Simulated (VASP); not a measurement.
# PbO (C2) in VASP: single point with PBE

Aim: the single point of PbO with PBE.

All numbers are computed with VASP 6.6.1; they aren't measurements. Logs are shortened: lines on timing, memory, paths and dates and some standing lists are left out, and cuts for length are marked.

### 1 The cell of the first run

The structure is monoclinic, space group C2 (No. 5). The conventional cell has a = 5.837 Å, b = 5.590 Å, c = 5.559 Å, α = 90.00°, β = 94.56°, γ = 90.00°. Within 3.0 Å of Pb (site symmetry 1) lie 4 O at 2.28 to 2.56 Å. Within 3.0 Å of O (site symmetry 2) lie 4 Pb at 2.30 to 2.55 Å and 4 O at 2.69 to 2.92 Å. Within 3.0 Å of O (site symmetry 2) lie 4 Pb at 2.28 to 2.56 Å and 4 O at 2.69 to 2.92 Å.

### 2 Single point, PBE (strained and its atoms moved)

Input file INCAR:

```
SYSTEM = PbO
  ALGO = Normal
  EDIFF = 1E-6
  ENCUT = 520
  GGA = PE
  ISIF = 2
  ISMEAR = 0
  LASPH = .TRUE.
  LCHARG = .FALSE.
  LREAL = .FALSE.
  LWAVE = .FALSE.
  NBANDS = 28
  NELM = 60
  PREC = Accurate
  SIGMA = 0.02
```

Input file KPOINTS:

```
k-points
0
G
  8 8 6
  0 0 0
```

Input file POSCAR:

```
PbO
1.0
    4.0380698880     -0.0855290880     -0.1198679040
   -0.0855290880      4.0380698880      0.1198679040
   -0.1514635200      0.1514635200      5.5544324400
Pb O
2 2
Direct
   -0.0117856749      0.5090354177      0.2401319241
    0.5090354177     -0.0117856749      0.7598680759
   -0.0083989510     -0.0083989510      0.0000000000
    0.5111492082      0.5111492082      0.0000000000
```

Potentials or basis: VASP PAW PBE potentials, release 64 (Pb_d, O).

Command:

```console
$ cat potpaw_PBE.64/Pb_d/POTCAR potpaw_PBE.64/O/POTCAR > POTCAR
$ mpirun -np 1 vasp_std > vasp.out
```

OUTCAR:

```text
SYSTEM = PbO
   EDIFF = 1E-6
   ENCUT = 520
   GGA = PE
   ISIF = 2
   ISMEAR = 0
   LASPH = .TRUE.
   LREAL = .FALSE.
   NELM = 60
   PREC = Accurate

 ion  position               nearest neighbor table
   1  0.988  0.509  0.240-   4 2.28   3 2.30   3 2.55   4 2.56   2 3.71   2 3.87   2 3.87   2 4.01
                             2 4.01   2 4.02
   2  0.509  0.988  0.760-   4 2.28   3 2.30   3 2.55   4 2.56   1 3.71   1 3.87   1 3.87   1 4.01
                             1 4.01   1 4.02
   3  0.992  0.992  0.000-   1 2.30   2 2.30   2 2.55   1 2.55
   4  0.511  0.511  0.000-   1 2.28   2 2.28   2 2.56   1 2.56

  LATTYP: Found a base centered monoclinic cell.
 ALAT       =     5.8365752190
 B/A-ratio  =     0.9577083470
 C/A-ratio  =     0.9523669185
 COS(beta)  =    -0.0795471793

  Lattice vectors:

 A1 = (   0.0855290880,  -4.0380698880,  -0.1198679040)
 A2 = (   4.0380698880,  -0.0855290880,  -0.1198679040)
 A3 = (  -0.1514635200,   0.1514635200,   5.5544324400)

Analysis of symmetry for initial positions (statically):
=====================================================================
 Subroutine PRICEL returns:
 Original cell was already a primitive cell.

 Routine SETGRP: Setting up the symmetry group for a
 base centered monoclinic supercell.

 Subroutine GETGRP returns: Found  2 space group operations
 (whereof  2 operations were pure point group operations)
 out of a pool of  4 trial point group operations.

The static configuration has the point symmetry C_2 .

Analysis of symmetry for dynamics (positions and initial velocities):
=====================================================================
 Subroutine PRICEL returns:
 Original cell was already a primitive cell.

 Routine SETGRP: Setting up the symmetry group for a
 base centered monoclinic supercell.

 Subroutine GETGRP returns: Found  2 space group operations
 (whereof  2 operations were pure point group operations)
 out of a pool of  4 trial point group operations.

The dynamic configuration has the point symmetry C_2 .

 Subroutine INISYM returns: Found  2 space group operations
 (whereof  2 operations are pure point group operations),
 and found     1 'primitive' translations

----------------------------------------------------------------------------------------
[... 93 lines left out ...]
   LSORBIT =      F    spin-orbit coupling
   LASPH  =      T    aspherical Exc in radial PAW
   ENCUT  =  520.0 eV  38.22 Ry    6.18 a.u.   7.51  7.51 10.34*2*pi/ulx,y,z
   NELM   =     60;   NELMIN=  2; NELMDL= -5     # of ELM steps
   EDIFF  = 0.1E-05   stopping-criterion for ELM
   LREAL  =      F    real-space projection
   EDIFFG = 0.1E-04   stopping-criterion for IOM
   NSW    =      0    number of steps for IOM
   IBRION =     -1    ionic relax: 0-MD 1-quasi-New 2-CG
   NFREE  =      0    steps in history (QN), initial steepest desc. (CG)
   ISIF   =      2    stress and relaxation
   ISYM   =      2    0-nonsym 1-usesym 2-fastsym
   POTIM  = 0.5000    time-step for ionic-motion
   TEBEG  =    0.0;   TEEND  =   0.0 temperature during run
   PSTRESS=    0.0 pullay stress
   NELECT =      40.0000    total number of electrons
   NUPDOWN=      -1.0000    fix difference up-down
   EMIN   =  10.00;   EMAX   =-10.00  energy-range for DOS
   EFERMI =   0.00;   METHOD = LEGACY
   ISMEAR =     0;   SIGMA  =   0.02  broadening in eV -4-tet -1-fermi 0-gaus
   EFERMI_NEDOS =   21; number of points for ismear=-14 and -15
   IALGO  =     38    algorithm
   IMIX   =      4    mixing-type and parameters
     AMIX     =   0.40;   BMIX     =  1.00
     AMIX_MAG =   1.60;   BMIX_MAG =  1.00
  volume/ion in A,a.u.               =      22.60       152.49
  Fermi-wavevector in a.u.,A,eV,Ry     =   1.247557  2.357541 21.176083  1.556398
  Thomas-Fermi vector in A             =   2.381684
   LORBIT       =      0    0 simple, 1 ext, 2 COOP (PROOUT), +10 PAW based schemes
   GGA     = PE    functional components
   LHFCALC =     F    Hartree Fock is set to
   AEXX    =    0.0000 exact exchange contribution
   IVDW    =     0    specifies the selected vdW correction
   LEPSILON=     F    determine dielectric tensor
   LRPA    =     F    only Hartree local field effects (RPA)
 non-spin polarized calculation
 Gauss-broadening in eV      SIGMA  =   0.02
  energy-cutoff  :      520.00
  volume of cell :       90.39
 maximum number of plane-waves:      2469
   NGX = 15   NGY = 15   NGZ = 21

 number of electron      40.0000002 magnetization

 Free energy of the ion-electron system (eV)
  ---------------------------------------------------
  ext. energy  EPLUGINS =         0.00000000
  ---------------------------------------------------
  free energy    TOTEN  =       -21.11326000 eV

  energy without entropy =      -21.11326000  energy(sigma->0) =      -21.11326000

 E-fermi :   3.9615     XC(G=0):  -9.1881

 val. band max:        3.8157531742   @ k =   0.0000   0.0000   0.0000
 cond. band min:       4.9083679013   @ k =   0.5000   0.5000   0.0000
 fundamental gap:      1.0926147271
 Fermi energy:         3.9615016167

 k-point     1 :       0.0000    0.0000    0.0000
  band No.  band energies     occupation
      1     -13.6949      2.00000
      2     -13.3354      2.00000
      3     -12.1372      2.00000
      4     -12.0943      2.00000
      5     -12.0791      2.00000
      6     -12.0472      2.00000
[... 733 lines left out ...]
     27      11.7967      0.00000
     28      14.4716      0.00000

 [... further k-points ...]

------------------------ aborting loop because EDIFF is reached ----------------------------------------

  FORCE on cell =-STRESS in cart. coord.  units (eV):
  Direction    XX          YY          ZZ          XY          YZ          ZX
  --------------------------------------------------------------------------------------
  -------------------------------------------------------------------------------------
  Total       -0.9881954     -0.9881954     -3.8811226      1.2101476     -1.0384868      1.0384839
  in kB      -17.5166072    -17.5166072    -68.7962112     21.4508995    -18.4080655     18.4080146
  external PRESSURE =     -34.6098085 kB  Pullay stress =       0.0000000 kB

 VOLUME and BASIS-vectors are now :
 -----------------------------------------------------------------------------
  energy-cutoff  :      520.00
  volume of cell :       90.39
      direct lattice vectors                 reciprocal lattice vectors
     4.038069888 -0.085529088 -0.119867904     0.247946746  0.005055070  0.006623400
    -0.085529088  4.038069888  0.119867904     0.005055070  0.247946746 -0.006623400
    -0.151463520  0.151463520  5.554432440     0.005241745 -0.005241745  0.180322270

 POSITION                                       TOTAL-FORCE (eV/Angst)
 -----------------------------------------------------------------------------------
      3.91057      2.00737      1.27636         0.312510     -0.257472     -1.586616
      1.85591      4.06203      4.27807        -0.257472      0.312510      1.586616
      3.91934      3.91934      0.00000         0.450164      0.450164     -0.000000
      2.02034      2.02034      0.00000        -0.505202     -0.505202      0.000000
 -----------------------------------------------------------------------------------
    total drift:                               -0.000652     -0.000653     -0.000001

  FREE ENERGIE OF THE ION-ELECTRON SYSTEM (eV)
  ---------------------------------------------------
  free  energy   TOTEN  =       -21.1132600044 eV

  energy  without entropy=      -21.1132600044  energy(sigma->0) =      -21.11326000
```

Wall time 3.5 min (1 thread of Intel Xeon Platinum 8375C at 2.90GHz (Ice Lake), shared host); peak memory 0.35 GiB.

Results:

| Quantity | Value |
| --- | --- |
| Free energy | -21.1133 eV |
| Pressure | -3.5 GPa |
| Largest force | 1.637 eV/Å |
| Band gap on the k mesh | 1.09 eV, indirect (least direct gap 1.29 eV) |

Forces on the atoms (eV/Å):
```
Pb   0.313 -0.257 -1.587
Pb  -0.257  0.313  1.587
O    0.450  0.450  0.000
O   -0.505 -0.505  0.000
```

Stress tensor (GPa, compression positive):
```
-1.75  2.15  1.84
 2.15 -1.75 -1.84
 1.84 -1.84 -6.88
```

Caveat: the cell differs from its parent crystal (strained and its atoms moved); spin-orbit coupling is left out, which moves the levels of the heavy elements; forces of over 1 eV/Å act on the atoms, so gaps and moduli don't describe the material at rest.
